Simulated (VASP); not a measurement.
Set up this calculation in VASP 6.6.1, as the native input.

```
Task                   : single point
Functional             : PBEsol
Potentials or basis    : VASP PAW PBE potentials, release 64 (Al)
Cutoff                 : 520 eV
k mesh                 : 14 × 14 × 14
Occupations            : gaussian, width 0.1 eV
Spin                   : no spin polarisation
Dipole correction      : no
Further INCAR settings : ALGO = Normal; EDIFF = 1e-06; NBANDS = 8
```

The structure of Al lies in POSCAR:

```
Al
1.0
    0.0000000000      2.0248050000      2.0248050000
    2.0248050000      0.0000000000      2.0248050000
    2.0248050000      2.0248050000      0.0000000000
Al
1
Direct
    0.0000000000      0.0000000000      0.0000000000
```

These files were run (other wordings do the same):

INCAR

```
PREC     = Accurate       # precision mode
ENCUT    = 520            # plane-wave cutoff, eV
EDIFF    = 1E-6           # SCF threshold, eV
ISMEAR   = 0              # smearing method
SIGMA    = 0.1            # smearing width, eV
LREAL    = F              # projectors in reciprocal space
LASPH    = T              # aspherical terms in the spheres
NELM     = 60             # most SCF steps
ALGO     = Normal         # electronic algorithm
ISIF     = 2              # what is computed and relaxed
LWAVE    = F              # write WAVECAR
LCHARG   = T              # write CHGCAR
GGA      = PS             # functional
LELF     = T              # ELF
LVHAR    = T            
NBANDS   = 8              # bands
```

KPOINTS

```
regular mesh
0
Gamma
  14 14 14
```

Potentials or basis: VASP PAW PBE potentials, release 64 (Al).

Run with:

```bash
$ cat potpaw_PBE.64/Al/POTCAR > POTCAR
$ mpirun -np 1 vasp_std > vasp.out
```

It gave:

| Property | Result |
| --- | --- |
| Pressure | -2.2 GPa |

Caveat: the PAW data sets were made with another functional, which shifts forces and pressure a little.

It took 6.4 s on 1 thread of Intel Xeon 6975P-C, with other jobs on the host, peak memory 0.13 GiB.
